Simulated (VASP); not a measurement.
# SrTiO3 (Amm2) in VASP: further runs

Runs on SrTiO3. Level: PBEsol. Tasks: single point.

Program: VASP 6.6.1. These are calculated values, not measurements. Logs are shortened: lines on timing, memory, paths and dates and some standing lists are left out, and cuts for length are marked.

## 1. The cell of the first run

Symmetry: Amm2, No. 38, orthorhombic system. Conventional cell: a = 3.891 Å, b = 5.503 Å, c = 5.503 Å, α = 90.00°, β = 90.00°, γ = 90.00°. Sr (site symmetry mm2) has 12 O at 2.65 to 2.85 Å and 8 Ti at 3.29 to 3.45 Å within 3.5 Å. Ti (site symmetry mm2) has 6 O at 1.95 Å within 2.6 Å. Within 2.9 Å of O (site symmetry mm2) lie 2 Ti at 1.95 Å and 4 Sr at 2.65 to 2.85 Å and 8 O at 2.75 Å. O (site symmetry m) has 2 Ti at 1.95 Å and 4 Sr at 2.70 to 2.80 Å and 8 O at 2.75 Å within 2.9 Å.

## 2. Single point, PBEsol

Input file INCAR:

```
  ALGO = Normal
  EDIFF = 1E-6
  ENCUT = 520
  GGA = PS
  ISIF = 2
  ISMEAR = 0
  LASPH = T
  LCHARG = F
  LREAL = F
  LWAVE = F
  NBANDS = 28
  NELM = 80
  PREC = Accurate
  SIGMA = 0.05
```

Input file KPOINTS:

```
k-points
0
Gamma
  8 8 8
```

Input file POSCAR:

```
SrTiO3
1.0
    3.8911201355      0.0000000000      0.0000000000
    0.0000000000      3.8911201355      0.0000000000
    0.0000000000      0.0000000000      3.8911201355
Sr Ti O
1 1 3
Direct
    0.0000000000      0.0181723194      0.0181723194
    0.5000000000      0.5000000000      0.5000000000
    0.0000000000      0.5000000000      0.5000000000
    0.5000000000      0.0000000000      0.5000000000
    0.5000000000      0.5000000000      0.0000000000
```

Potentials or basis: VASP PAW PBE potentials, release 64 (Sr_sv, Ti_sv, O).

The run is started by

```console
$ cat potpaw_PBE.64/Sr_sv/POTCAR potpaw_PBE.64/Ti_sv/POTCAR potpaw_PBE.64/O/POTCAR > POTCAR
$ mpirun -np 1 vasp_std > vasp.out
```

OUTCAR:

```text
EDIFF = 1E-6
   ENCUT = 520
   GGA = PS
   ISIF = 2
   ISMEAR = 0
   LASPH = T
   LREAL = F
   NELM = 80
   PREC = Accurate

 ion  position               nearest neighbor table
   1  0.000  0.018  0.018-   3 2.65   4 2.70   5 2.70   4 2.70   5 2.70   3 2.75   3 2.75   4 2.80
                             4 2.80   5 2.80   5 2.80   3 2.85   2 3.29   2 3.29   2 3.37   2 3.37
   2  0.500  0.500  0.500-   3 1.95   4 1.95   5 1.95   5 1.95   4 1.95   3 1.95   1 3.29   1 3.29
                             1 3.37   1 3.37   1 3.37   1 3.37   1 3.45   1 3.45
   3  0.000  0.500  0.500-   2 1.95   2 1.95   1 2.65   1 2.75   1 2.75   1 2.85
   4  0.500  0.000  0.500-   2 1.95   2 1.95   1 2.70   1 2.70   1 2.80   1 2.80
   5  0.500  0.500  0.000-   2 1.95   2 1.95   1 2.70   1 2.70   1 2.80   1 2.80

  LATTYP: Found a simple cubic cell.
 ALAT       =     3.8911201355

  Lattice vectors:

 A1 = (   3.8911201355,   0.0000000000,   0.0000000000)
 A2 = (   0.0000000000,   3.8911201355,   0.0000000000)
 A3 = (   0.0000000000,   0.0000000000,   3.8911201355)

Analysis of symmetry for initial positions (statically):
=====================================================================
 Subroutine PRICEL returns:
 Original cell was already a primitive cell.

 Routine SETGRP: Setting up the symmetry group for a
 simple cubic supercell.

 Subroutine GETGRP returns: Found  4 space group operations
 (whereof  4 operations were pure point group operations)
 out of a pool of 48 trial point group operations.

The static configuration has the point symmetry C_2v.

Analysis of symmetry for dynamics (positions and initial velocities):
=====================================================================
 Subroutine PRICEL returns:
 Original cell was already a primitive cell.

 Routine SETGRP: Setting up the symmetry group for a
 simple cubic supercell.

 Subroutine GETGRP returns: Found  4 space group operations
 (whereof  4 operations were pure point group operations)
 out of a pool of 48 trial point group operations.

The dynamic configuration has the point symmetry C_2v.

 Subroutine INISYM returns: Found  4 space group operations
 (whereof  4 operations are pure point group operations),
 and found     1 'primitive' translations

----------------------------------------------------------------------------------------

                                     Primitive cell

  volume of cell :      58.9147

  direct lattice vectors                    reciprocal lattice vectors
     3.891120136  0.000000000  0.000000000     0.256995406  0.000000000  0.000000000
     0.000000000  3.891120136  0.000000000     0.000000000  0.256995406  0.000000000
     0.000000000  0.000000000  3.891120136     0.000000000  0.000000000  0.256995406

  length of vectors
     3.891120136  3.891120136  3.891120136     0.256995406  0.256995406  0.256995406

  position of ions in fractional coordinates (direct lattice)
     0.000000000  0.018172319  0.018172319
     0.500000000  0.500000000  0.500000000
     0.000000000  0.500000000  0.500000000
     0.500000000  0.000000000  0.500000000
     0.500000000  0.500000000  0.000000000

  ion indices of the primitive-cell ions
   primitive index   ion index
                 1           1
                 2           2
                 3           3
                 4           4
                 5           5

----------------------------------------------------------------------------------------

 KPOINTS: k-points

Automatic generation of k-mesh.
 Grid dimensions read from file:
 generate k-points for:    8    8    8

 Generating k-lattice:

  Cartesian coordinates                     Fractional coordinates (reciprocal lattice)
     0.032124426  0.000000000  0.000000000     0.125000000  0.000000000  0.000000000
     0.000000000  0.032124426  0.000000000     0.000000000  0.125000000  0.000000000
     0.000000000  0.000000000  0.032124426     0.000000000  0.000000000  0.125000000

  Length of vectors
     0.032124426  0.032124426  0.032124426

  Shift w.r.t. Gamma in fractional coordinates (k-lattice)
     0.000000000  0.000000000  0.000000000

 Subroutine IBZKPT returns following result:
 ===========================================

 Found    105 irreducible k-points:

 Following reciprocal coordinates:
            Coordinates               Weight
  0.000000  0.000000  0.000000      1.000000
  0.125000  0.000000  0.000000      2.000000
  0.000000  0.125000  0.000000      4.000000
  0.250000  0.000000  0.000000      2.000000
  0.000000  0.250000  0.000000      4.000000
  0.375000  0.000000  0.000000      2.000000
[... 16 lines left out ...]
  0.125000  0.000000  0.500000      4.000000
  0.250000  0.250000  0.000000      8.000000
 [... further k-points ...]
   k-points           NKPTS =    105   k-points in BZ     NKDIM =    105   number of bands    NBANDS=     28
   number of dos      NEDOS =    301   number of ions     NIONS =      5
   total plane-waves  NPLWV =  27000
   dimension x,y,z NGX =    30 NGY =   30 NGZ =   30
   dimension x,y,z NGXF=    60 NGYF=   60 NGZF=   60
   ions per type =               1   1   3
   NGX,Y,Z   is equivalent  to a cutoff of  12.82, 12.82, 12.82 a.u.
   NGXF,Y,Z  is equivalent  to a cutoff of  25.63, 25.63, 25.63 a.u.
 SYSTEM =  unknown system
   PREC   = accura    normal or accurate (medium, high low for compatibility)
   ISTART =      0    job   : 0-new  1-cont  2-samecut
   ICHARG =      2    charge: 1-file 2-atom 10-const
   ISPIN  =      1    spin polarized calculation?
   LNONCOLLINEAR =      F non collinear calculations
   LSORBIT =      F    spin-orbit coupling
   LASPH  =      T    aspherical Exc in radial PAW
   ENCUT  =  520.0 eV  38.22 Ry    6.18 a.u.   7.23  7.23  7.23*2*pi/ulx,y,z
   NELM   =     80;   NELMIN=  2; NELMDL= -5     # of ELM steps
   EDIFF  = 0.1E-05   stopping-criterion for ELM
   LREAL  =      F    real-space projection
   EDIFFG = 0.1E-04   stopping-criterion for IOM
   NSW    =      0    number of steps for IOM
   IBRION =     -1    ionic relax: 0-MD 1-quasi-New 2-CG
   NFREE  =      0    steps in history (QN), initial steepest desc. (CG)
   ISIF   =      2    stress and relaxation
   ISYM   =      2    0-nonsym 1-usesym 2-fastsym
   POTIM  = 0.5000    time-step for ionic-motion
   TEBEG  =    0.0;   TEEND  =   0.0 temperature during run
   PSTRESS=    0.0 pullay stress
   NELECT =      40.0000    total number of electrons
   NUPDOWN=      -1.0000    fix difference up-down
   EMIN   =  10.00;   EMAX   =-10.00  energy-range for DOS
   EFERMI =   0.00;   METHOD = LEGACY
   ISMEAR =     0;   SIGMA  =   0.05  broadening in eV -4-tet -1-fermi 0-gaus
   EFERMI_NEDOS =   21; number of points for ismear=-14 and -15
   IALGO  =     38    algorithm
   IMIX   =      4    mixing-type and parameters
     AMIX     =   0.40;   BMIX     =  1.00
     AMIX_MAG =   1.60;   BMIX_MAG =  1.00
  volume/ion in A,a.u.               =      11.78        79.52
  Fermi-wavevector in a.u.,A,eV,Ry     =   1.438865  2.719061 28.168602  2.070334
  Thomas-Fermi vector in A             =   2.557785
   LORBIT       =      0    0 simple, 1 ext, 2 COOP (PROOUT), +10 PAW based schemes
   GGA     = PS    functional components
   LHFCALC =     F    Hartree Fock is set to
   AEXX    =    0.0000 exact exchange contribution
   IVDW    =     0    specifies the selected vdW correction
   LEPSILON=     F    determine dielectric tensor
   LRPA    =     F    only Hartree local field effects (RPA)
 non-spin polarized calculation
 Gauss-broadening in eV      SIGMA  =   0.05
  energy-cutoff  :      520.00
  volume of cell :       58.91
 maximum number of plane-waves:      1622
 NGX is ok and might be reduce to    30
   NGX = 15   NGY = 15   NGZ = 15

 number of electron      40.0000013 magnetization

 Free energy of the ion-electron system (eV)
  ---------------------------------------------------
  ext. energy  EPLUGINS =         0.00000000
  ---------------------------------------------------
  free energy    TOTEN  =       -41.99706203 eV

  energy without entropy =      -41.99706203  energy(sigma->0) =      -41.99706203

 E-fermi :   4.4867     XC(G=0): -11.5938

 val. band max:        4.1065551910   @ k =   0.5000   0.5000   0.5000
 cond. band min:       5.9223391249   @ k =   0.0000   0.0000   0.0000
 fundamental gap:      1.8157839339
 Fermi energy:         4.4866708459

 k-point     1 :       0.0000    0.0000    0.0000
  band No.  band energies     occupation
      1     -52.0486      2.00000
      2     -28.4919      2.00000
      3     -28.4190      2.00000
      4     -28.4172      2.00000
      5     -28.4148      2.00000
      6     -13.2963      2.00000
[... 20 lines left out ...]
     27       9.4387      0.00000
     28      10.2217      0.00000

 k-point     2 :       0.1250    0.0000    0.0000
  band No.  band energies     occupation
      1     -52.0484      2.00000
      2     -28.5143      2.00000
      3     -28.4193      2.00000
      4     -28.4168      2.00000
      5     -28.3990      2.00000
      6     -13.3019      2.00000
[... 20 lines left out ...]
     27       9.7126      0.00000
     28      10.6012      0.00000

 k-point     3 :       0.0000    0.1250    0.0000
  band No.  band energies     occupation
      1     -52.0484      2.00000
      2     -28.5139      2.00000
      3     -28.4185      2.00000
      4     -28.4179      2.00000
      5     -28.3991      2.00000
      6     -13.3033      2.00000
[... 20 lines left out ...]
     27       9.7216      0.00000
     28      10.6014      0.00000

 k-point     4 :       0.2500    0.0000    0.0000
  band No.  band energies     occupation
      1     -52.0478      2.00000
      2     -28.5559      2.00000
      3     -28.4176      2.00000
      4     -28.4156      2.00000
      5     -28.3759      2.00000
      6     -13.3689      2.00000
[... 578 lines left out ...]
     27      11.7612      0.00000
     28      12.3503      0.00000

 k-point    23 :       0.1250    0.0000    0.5000
  band No.  band energies     occupation
      1     -52.0467      2.00000
      2     -28.5924      2.00000
      3     -28.4276      2.00000
      4     -28.4141      2.00000
      5     -28.3601      2.00000
      6     -13.4425      2.00000
[... 20 lines left out ...]
     27      11.7639      0.00000
     28      12.3568      0.00000

 k-point    24 :       0.2500    0.2500    0.0000
  band No.  band energies     occupation
      1     -52.0469      2.00000
      2     -28.5487      2.00000
      3     -28.4558      2.00000
      4     -28.4148      2.00000
      5     -28.3699      2.00000
      6     -13.2187      2.00000
[... 20 lines left out ...]
     27      11.3327      0.00000
     28      12.0492      0.00000

 [... further k-points ...]

------------------------ aborting loop because EDIFF is reached ----------------------------------------

  FORCE on cell =-STRESS in cart. coord.  units (eV):
  Direction    XX          YY          ZZ          XY          YZ          ZX
  --------------------------------------------------------------------------------------
  -------------------------------------------------------------------------------------
  Total        0.3441914      0.3369321      0.3369321      0.0000000      0.1025452      0.0000000
  in kB        9.3602344      9.1628172      9.1628172      0.0000000      2.7887020      0.0000000
  external PRESSURE =       9.2286229 kB  Pullay stress =       0.0000000 kB

 VOLUME and BASIS-vectors are now :
 -----------------------------------------------------------------------------
  energy-cutoff  :      520.00
  volume of cell :       58.91
      direct lattice vectors                 reciprocal lattice vectors
     3.891120136  0.000000000  0.000000000     0.256995406  0.000000000  0.000000000
     0.000000000  3.891120136  0.000000000     0.000000000  0.256995406  0.000000000
     0.000000000  0.000000000  3.891120136     0.000000000  0.000000000  0.256995406

 POSITION                                       TOTAL-FORCE (eV/Angst)
 -----------------------------------------------------------------------------------
      0.00000      0.07071      0.07071         0.000000     -0.268475     -0.268475
      1.94556      1.94556      1.94556         0.000000      0.214352      0.214352
      0.00000      1.94556      1.94556         0.000000     -0.012781     -0.012781
      1.94556      0.00000      1.94556         0.000000      0.083985     -0.017082
      1.94556      1.94556      0.00000         0.000000     -0.017082      0.083985
 -----------------------------------------------------------------------------------
    total drift:                                0.000000      0.000035      0.000035

  FREE ENERGIE OF THE ION-ELECTRON SYSTEM (eV)
  ---------------------------------------------------
  free  energy   TOTEN  =       -41.9970620316 eV

  energy  without entropy=      -41.9970620316  energy(sigma->0) =      -41.99706203
```

Wall time 2.9 min (1 thread of Intel Xeon Platinum 8259CL at 2.50GHz (Skylake/Cascade Lake), shared host); peak memory 0.29 GiB.

Results:

| Property | Result |
| --- | --- |
| Free energy | -41.9971 eV |
| Pressure | 0.9 GPa |
| Largest force | 0.380 eV/Å |
| Band gap on the k mesh | 1.82 eV (least direct gap 2.17 eV) |

Forces on the atoms (eV/Å):
```
Sr   0.000 -0.268 -0.268
Ti   0.000  0.214  0.214
O    0.000 -0.013 -0.013
O    0.000  0.084 -0.017
O    0.000 -0.017  0.084
```

Caveat: the cell differs from its parent crystal (all Sr atoms moved -0.100 Å, as atom 1 towards its neighbour atom 3 (O) at 2.751 Å); the PAW data sets were made with another functional, which shifts forces and pressure a little. A k mesh can miss the band edges.

## 3. Single point, PBEsol

Input file INCAR:

```
SYSTEM = SrTiO3
  ALGO = Normal
  EDIFF = 1E-6
  ENCUT = 520
  GGA = PS
  ISIF = 2
  ISMEAR = 0
  LASPH = .TRUE.
  LCHARG = .FALSE.
  LREAL = .FALSE.
  LWAVE = .FALSE.
  NBANDS = 28
  NELM = 80
  PREC = Accurate
  SIGMA = 0.05
```

Input file KPOINTS:

```
k-points
0
G
  8 8 8
  0 0 0
```

Edit POSCAR of step 2 so:

```diff
@@ -8,3 +8,3 @@
 Direct
-    0.0000000000      0.0181723194      0.0181723194
+    0.0000000000     -0.0090861597     -0.0090861597
     0.5000000000      0.5000000000      0.5000000000
```

Potentials or basis: VASP PAW PBE potentials, release 64 (Sr_sv, Ti_sv, O).

The run is started by

```console
$ cat potpaw_PBE.64/Sr_sv/POTCAR potpaw_PBE.64/Ti_sv/POTCAR potpaw_PBE.64/O/POTCAR > POTCAR
$ mpirun -np 1 vasp_std > vasp.out
```

Wall time 2.8 min (1 thread of Intel Xeon Platinum 8259CL at 2.50GHz (Skylake/Cascade Lake), shared host); peak memory 0.3 GiB.

It converged, with:

```yaml
Free_energy: -42.0111 eV
Pressure: 0.7 GPa
Largest_force: 0.186 eV/Å
Band_gap_on_the_k_mesh: 1.82 eV (least direct gap 2.17 eV)
```

Forces in eV/Å, atoms in the order of the input:
```
Sr   0.000  0.131  0.131
Ti   0.000 -0.107 -0.107
O    0.000  0.008  0.008
O    0.000 -0.042  0.009
O    0.000  0.009 -0.042
```

Stress tensor (GPa, compression positive):
```
0.74 0.00 0.00
0.00 0.73 0.07
0.00 0.07 0.73
```

Levels at points of the mesh, in eV from the valence-band top:
```csv
k point,band 17,band 18,band 19,band 20,band 21,band 22,band 23,band 24
"(0.00, 0.00, 0.00)",-1.21,-0.35,-0.35,-0.35,1.82,1.82,1.82,4.41
"(0.50, 0.00, 0.00)",-2.42,-2.05,-0.74,-0.74,2.00,3.83,3.83,4.43
"(0.00, 0.50, 0.00)",-2.42,-2.06,-0.74,-0.74,2.00,3.83,3.83,4.43
"(0.50, 0.50, 0.00)",-1.74,-1.60,-1.60,-0.10,3.84,3.84,4.30,5.41
"(0.00, 0.50, 0.50)",-1.74,-1.60,-1.60,-0.09,3.84,3.84,4.30,5.41
"(0.50, 0.50, 0.50)",-3.81,0.00,0.00,0.00,4.53,4.53,4.54,6.91
```

Caveat: the cell differs from its parent crystal (all Sr atoms moved +0.050 Å, as atom 1 towards its neighbour atom 3 (O) at 2.751 Å); the PAW data sets were made with another functional, which shifts forces and pressure a little.

## 4. Single point, PBEsol

Input file INCAR:

```
ALGO     = Normal         # electronic algorithm
EDIFF    = 1E-6           # SCF threshold, eV
ENCUT    = 520            # plane-wave cutoff, eV
GGA      = PS             # functional
ISIF     = 2              # what is computed and relaxed
ISMEAR   = 0              # smearing method
LASPH    = True           # aspherical terms in the spheres
LCHARG   = True           # write CHGCAR
LELF     = True           # ELF
LREAL    = False          # projectors in reciprocal space
LVHAR    = True         
LWAVE    = False          # write WAVECAR
NBANDS   = 28             # bands
NELM     = 100            # most SCF steps
PREC     = Accurate       # precision mode
SIGMA    = 0.05           # smearing width, eV
```

Input file KPOINTS:

```
k-points
0
Gamma
  8 8 8
```

Edit POSCAR of step 3 so:

```diff
@@ -8,3 +8,3 @@
 Direct
-    0.0000000000     -0.0090861597     -0.0090861597
+    0.0000000000     -0.0227153993     -0.0227153993
     0.5000000000      0.5000000000      0.5000000000
```

The run is started by

```console
$ cat potpaw_PBE.64/Sr_sv/POTCAR potpaw_PBE.64/Ti_sv/POTCAR potpaw_PBE.64/O/POTCAR > POTCAR
$ mpirun -np 1 vasp_std > vasp.out
```

Run time: 2.6 min. Hardware: 1 thread of Intel Xeon Platinum 8259CL at 2.50GHz (Skylake/Cascade Lake), shared host; peak memory 0.3 GiB.

It converged, with:

* Free energy: -41.9863 eV
* Pressure: 1.1 GPa
* Largest force: 0.483 eV/Å
* Band gap on the k mesh: 1.81 eV (least direct gap 2.16 eV)

Forces on the atoms (eV/Å):
```
Sr   0.000  0.341  0.341
Ti   0.000 -0.269 -0.269
O    0.000  0.012  0.012
O    0.000 -0.105  0.021
O    0.000  0.021 -0.105
```

Stress tensor (GPa, compression positive):
```
1.09 0.00 0.00
0.00 1.06 0.44
0.00 0.44 1.06
```

Levels at points of the mesh, in eV from the valence-band top:
```tsv
k point	band 18	band 19	band 20	band 21	band 22	band 23
(0.00, 0.00, 0.00)	-0.36	-0.35	-0.35	1.81	1.83	1.83
(0.50, 0.00, 0.00)	-2.00	-0.74	-0.73	2.00	3.82	3.83
(0.00, 0.50, 0.00)	-2.03	-0.74	-0.74	2.00	3.83	3.83
(0.50, 0.50, 0.00)	-1.60	-1.59	-0.10	3.84	3.84	4.30
(0.00, 0.50, 0.50)	-1.61	-1.59	-0.08	3.84	3.84	4.30
(0.50, 0.50, 0.50)	-0.02	0.00	0.00	4.53	4.53	4.54
```

Caveat: the cell differs from its parent crystal (all Sr atoms moved +0.125 Å, as atom 1 towards its neighbour atom 3 (O) at 2.751 Å); the PAW data sets were made with another functional, which shifts forces and pressure a little. A k mesh can miss the band edges.

## 5. Overview

```tsv
cell	gap on the mesh (eV)	pressure (GPa)	largest force (eV/Å)
as given, atomic positions A	1.82	0.9	0.38
as given, atomic positions B	1.82	0.7	0.19
as given, atomic positions C	1.81	1.1	0.48
```

Alike in all rows: task single point; level PBEsol; potentials or basis VASP PAW PBE potentials, release 64 (Sr_sv, Ti_sv, O); no spin polarisation; k mesh 8 × 8 × 8; cutoff (eV) 520; smearing gaussian 0.05 eV.

Caveats: the PAW data sets were made with another functional, which shifts forces and pressure a little.

Total energies depend on the potentials used, so only differences within one code and one set of settings carry meaning.
